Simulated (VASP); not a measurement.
# Sb in VASP: notebook

The runs below take Sb through single point, relaxation of the atoms, with PBEsol.

Program: VASP 6.6.1. These are calculated values, not measurements. Logs are shortened: lines on timing, memory, paths and dates and some standing lists are left out, and cuts for length are marked.

**1. The cell of the first run**

The cell holds a slab with vacuum, 3 atoms: a = 3.062 Å, b = 3.062 Å, c = 23.123 Å, α = 90.00°, β = 90.00°, γ = 90.00°.

**2. Single point, PBEsol**

File INCAR:

```
SYSTEM = Sb
PREC = Accurate
ENCUT = 520
EDIFF = 1E-6
ISMEAR = 0
SIGMA = 0.1
LREAL = .FALSE.
LASPH = .TRUE.
NELM = 80
ALGO = Normal
ISIF = 2
LWAVE = .FALSE.
LCHARG = .FALSE.
LDIPOL = .TRUE.
IDIPOL = 3
DIPOL = 0.5 0.5 0.495
GGA = PS
NBANDS = 14
```

File KPOINTS:

```
Automatic mesh
0
G
  9 9 1
  0 0 0
```

File POSCAR:

```
Sb
1.0
    3.0617437800      0.0000000000      0.0000000000
    0.0000000000      3.0617437800      0.0000000000
    0.0000000000      0.0000000000     23.1234875600
Sb
3
Direct
    0.0000000000      0.0000000000      0.3675916091
    0.0000000000      0.0000000000      0.4953838903
    0.0000000000      0.0000000000      0.6231518041
```

Potentials or basis: VASP PAW PBE potentials, release 64 (Sb).

The run is started by

```bash
> cat potpaw_PBE.64/Sb/POTCAR > POTCAR
> mpirun -np 1 vasp_std > vasp.out
```

OUTCAR:

```text
SYSTEM = Sb
   PREC = Accurate
   ENCUT = 520
   EDIFF = 1E-6
   ISMEAR = 0
   LREAL = .FALSE.
   LASPH = .TRUE.
   NELM = 80
   ISIF = 2
   GGA = PS

 ion  position               nearest neighbor table
   1  0.000  0.000  0.368-   2 2.96
   2  0.000  0.000  0.495-   3 2.95   1 2.96
   3  0.000  0.000  0.623-   2 2.95

  LATTYP: Found a simple tetragonal cell.
 ALAT       =     3.0617437800
 C/A-ratio  =     7.5523914545

  Lattice vectors:

 A1 = (   3.0617437800,   0.0000000000,   0.0000000000)
 A2 = (   0.0000000000,   3.0617437800,   0.0000000000)
 A3 = (   0.0000000000,   0.0000000000,  23.1234875600)

Analysis of symmetry for initial positions (statically):
=====================================================================
 Subroutine PRICEL returns:
 Original cell was already a primitive cell.

 Routine SETGRP: Setting up the symmetry group for a
 simple tetragonal supercell.

 Subroutine GETGRP returns: Found  8 space group operations
 (whereof  8 operations were pure point group operations)
 out of a pool of 16 trial point group operations.

The static configuration has the point symmetry C_4v.

Analysis of symmetry for dynamics (positions and initial velocities):
=====================================================================
 Subroutine PRICEL returns:
 Original cell was already a primitive cell.

 Routine SETGRP: Setting up the symmetry group for a
 simple tetragonal supercell.

 Subroutine GETGRP returns: Found  8 space group operations
 (whereof  8 operations were pure point group operations)
 out of a pool of 16 trial point group operations.

The dynamic configuration has the point symmetry C_4v.

 Subroutine INISYM returns: Found  8 space group operations
 (whereof  8 operations are pure point group operations),
 and found     1 'primitive' translations

----------------------------------------------------------------------------------------

                                     Primitive cell

  volume of cell :     216.7659

  direct lattice vectors                    reciprocal lattice vectors
     3.061743780  0.000000000  0.000000000     0.326611262  0.000000000  0.000000000
     0.000000000  3.061743780  0.000000000     0.000000000  0.326611262  0.000000000
     0.000000000  0.000000000 23.123487560     0.000000000  0.000000000  0.043246072

  length of vectors
     3.061743780  3.061743780 23.123487560     0.326611262  0.326611262  0.043246072

  position of ions in fractional coordinates (direct lattice)
     0.000000000  0.000000000  0.367591609
[... 89 lines left out ...]
     AMIX     =   0.40;   BMIX     =  1.00
     AMIX_MAG =   1.60;   BMIX_MAG =  1.00
  volume/ion in A,a.u.               =      72.26       487.60
  Fermi-wavevector in a.u.,A,eV,Ry     =   0.672112  1.270107  6.146219  0.451734
  Thomas-Fermi vector in A             =   1.748134
   LORBIT       =      0    0 simple, 1 ext, 2 COOP (PROOUT), +10 PAW based schemes
   GGA     = PS    functional components
   LHFCALC =     F    Hartree Fock is set to
   AEXX    =    0.0000 exact exchange contribution
   IVDW    =     0    specifies the selected vdW correction
   LEPSILON=     F    determine dielectric tensor
   LRPA    =     F    only Hartree local field effects (RPA)
 non-spin polarized calculation
 Gauss-broadening in eV      SIGMA  =   0.10
  energy-cutoff  :      520.00
  volume of cell :      216.77
 maximum number of plane-waves:      5882
 NGX is ok and might be reduce to    24
   NGX = 11   NGY = 11   NGZ = 85

 dipolmoment           0.000000      0.000000      0.000079 electrons x Angstroem

 number of electron      14.9999999 magnetization

 dipolmoment           0.000000      0.000000     -0.000028 electrons x Angstroem

 Free energy of the ion-electron system (eV)
  ---------------------------------------------------
  ext. energy  EPLUGINS =         0.00000000
  ---------------------------------------------------
  free energy    TOTEN  =       -13.14106955 eV

  energy without entropy =      -13.13303725  energy(sigma->0) =      -13.13705340

 E-fermi :   0.3529     XC(G=0):  -4.4657

 val. band max:        0.2298681330   @ k =   0.3333   0.2222   0.0000
 cond. band min:       0.3581109151   @ k =   0.3333   0.3333   0.0000
 fundamental gap:      0.1282427821
 Fermi energy:         0.3529303392

 k-point     1 :       0.0000    0.0000    0.0000
  band No.  band energies     occupation
      1     -12.2399      2.00000
      2     -11.1905      2.00000
      3     -10.0343      2.00000
      4      -4.5555      2.00000
      5      -1.8674      2.00000
      6       1.3275      0.00000
      7       3.8456      0.00000
      8       3.8456      0.00000
      9       4.1249      0.00000
     10       4.6288      0.00000
     11       4.8035      0.00000
     12       4.8035      0.00000
     13       5.1009      0.00000
     14       5.6883      0.00000
[... 224 lines left out ...]
      1      -7.3311      2.00000
      2      -6.1881      2.00000
      3      -4.7829      2.00000
      4      -3.1078      2.00000
      5      -2.9721      2.00000
      6      -2.2073      2.00000
      7      -2.0664      2.00000
      8      -1.3753      2.00000
      9      -1.1141      2.00000
     10      -0.3630      2.00000
     11       2.6596      0.00000
     12       2.9080      0.00000
     13       3.8426      0.00000
     14       5.0377      0.00000

------------------------ aborting loop because EDIFF is reached ----------------------------------------

 vacuum level on the upper side and lower side of the slab       (xc-potential included)        -0.145        -0.131

  FORCE on cell =-STRESS in cart. coord.  units (eV):
  Direction    XX          YY          ZZ          XY          YZ          ZX
  --------------------------------------------------------------------------------------
  -------------------------------------------------------------------------------------
  Total       -0.2345712     -0.2345712      0.0672666      0.0000000      0.0000000      0.0000000
  in kB       -1.7337810     -1.7337810      0.4971859      0.0000000      0.0000000      0.0000000
  external PRESSURE =      -0.9901253 kB  Pullay stress =       0.0000000 kB

 VOLUME and BASIS-vectors are now :
 -----------------------------------------------------------------------------
  energy-cutoff  :      520.00
  volume of cell :      216.77
      direct lattice vectors                 reciprocal lattice vectors
     3.061743780  0.000000000  0.000000000     0.326611262  0.000000000  0.000000000
     0.000000000  3.061743780  0.000000000     0.000000000  0.326611262  0.000000000
     0.000000000  0.000000000 23.123487560     0.000000000  0.000000000  0.043246072

 POSITION                                       TOTAL-FORCE (eV/Angst)
 -----------------------------------------------------------------------------------
      0.00000      0.00000      8.50000        -0.000000      0.000000     -0.011112
      0.00000      0.00000     11.45500        -0.000000      0.000000     -0.001530
      0.00000      0.00000     14.40944         0.000000      0.000000      0.012642
 -----------------------------------------------------------------------------------
    total drift:                                0.000000      0.000000      0.000072

  FREE ENERGIE OF THE ION-ELECTRON SYSTEM (eV)
  ---------------------------------------------------
  free  energy   TOTEN  =       -13.1410695479 eV

  energy  without entropy=      -13.1330372468  energy(sigma->0) =      -13.13705340

 vacuum level on the upper side and lower side of the slab         4.579         4.575
```

OSZICAR:

```text
N       E                     dE             d eps       ncg     rms          rms(c)
DAV:   1     0.835195447560E+02    0.83520E+02   -0.43497E+03   420   0.734E+02
DAV:   2    -0.621916756542E+01   -0.89739E+02   -0.78703E+02   622   0.124E+02
DAV:   3    -0.130073628327E+02   -0.67882E+01   -0.66622E+01   568   0.415E+01
[... 14 lines left out ...]
DAV:  18    -0.131410553639E+02   -0.11161E-04   -0.57862E-07   402   0.261E-03    0.239E-03
DAV:  19    -0.131410604490E+02   -0.50851E-05   -0.96180E-08   372   0.112E-03    0.143E-03
DAV:  20    -0.131410670735E+02   -0.66245E-05   -0.30517E-07   354   0.157E-03    0.706E-04
DAV:  21    -0.131410690482E+02   -0.19746E-05   -0.84585E-08   378   0.754E-04    0.195E-04
DAV:  22    -0.131410695479E+02   -0.49969E-06   -0.17230E-08   324   0.310E-04
   1 F= -.13141070E+02 E0= -.13137053E+02  d E =-.803230E-02
```

Wall time 43 s (1 thread of Intel Xeon Platinum 8488C (Sapphire Rapids), shared host); peak memory 0.3 GiB.

What came out:

- Free energy: -13.1411 eV
- Largest force: 0.013 eV/Å
- Band gap on the k mesh: zero (an odd number of electrons rules out a gap without spin polarisation)

Forces on the atoms (eV/Å):
```
Sb   0.000  0.000 -0.011
Sb   0.000  0.000 -0.002
Sb   0.000  0.000  0.013
```

Caveat: the PAW data sets were made with another functional, which shifts forces and pressure a little; spin-orbit coupling is left out, which moves the levels of the heavy elements.

**3. Relaxation of the atoms, PBEsol**

File INCAR:

```
SYSTEM = Sb
PREC = Accurate
ENCUT = 520
EDIFF = 1E-6
ISMEAR = 0
SIGMA = 0.1
LREAL = .False.
LASPH = .True.
NELM = 100
ALGO = Normal
ISIF = 2
LWAVE = .False.
LCHARG = .False.
LDIPOL = .True.
IDIPOL = 3
DIPOL = 0.5 0.5 0.500
GGA = PS
IBRION = 2
NSW = 90
EDIFFG = -0.03
```

File KPOINTS:

```
regular mesh
0
Gamma
  9 9 1
  0 0 0
```

File POSCAR:

```
Sb
1.0
    3.0617437800      0.0000000000      0.0000000000
    0.0000000000      3.0617437800      0.0000000000
    0.0000000000      0.0000000000     23.1234875600
Sb
3
Selective dynamics
Direct
    0.0000000000      0.0000000000      0.3675916091  F F F
    0.0000000000      0.0000000000      0.5000000000  T T T
    0.0000000000      0.0000000000      0.6324083909  T T T
```

Potentials or basis: VASP PAW PBE potentials, release 64 (Sb).

The run is started by

```bash
> cat potpaw_PBE.64/Sb/POTCAR > POTCAR
> mpirun -np 1 vasp_std > vasp.out
```

Run time: 2.4 min. Hardware: 1 thread of Intel Xeon Platinum 8488C (Sapphire Rapids), shared host; peak memory 0.31 GiB.

It converged, with:

```yaml
Free_energy: -13.1411 eV
Energy_gained_by_relaxing: 13.1 meV/atom
Ionic_steps: 9
Band_gap_on_the_k_mesh: zero (an odd number of electrons rules out a gap without spin polarisation)
```

The path:
| step | energy change (eV) | largest force on free atoms (eV/Å) | pressure (GPa) |
| --- | --- | --- | --- |
| 1 | 0.0000 | 0.3509 | -0.71 |
| 2 | -0.0057 | 0.3165 | -0.66 |
| 3 | -0.0187 | 0.1912 | -0.52 |
| 4 | -0.0206 | 0.4144 | -0.17 |
| 5 | -0.0244 | 0.2444 | -0.36 |
| 6 | -0.0305 | 0.1850 | -0.32 |
| 7 | -0.0390 | 0.0510 | -0.17 |
| 8 | -0.0390 | 0.0503 | -0.17 |
| 9 | -0.0394 | 0.0106 | -0.13 |

Final structure:
```
Sb
1.0
     3.06174    0.00000    0.00000
     0.00000    3.06174    0.00000
     0.00000    0.00000   23.12349
Sb
3
Direct
  0.00000 0.00000 0.36759
  0.00000 0.00000 0.49550
  0.00000 0.00000 0.62354
```

Levels at points of the mesh, in eV from the Fermi level:
```csv
k point,band 5,band 6,band 7,band 8,band 9,band 10
"(0.00, 0.00, 0.00)",-2.22,0.96,3.50,3.50,3.77,4.27
```

Caveat: the PAW data sets were made with another functional, which shifts forces and pressure a little; spin-orbit coupling is left out, which moves the levels of the heavy elements.

The gap in the log of VASP goes by the Fermi energy; the results here count the filled bands.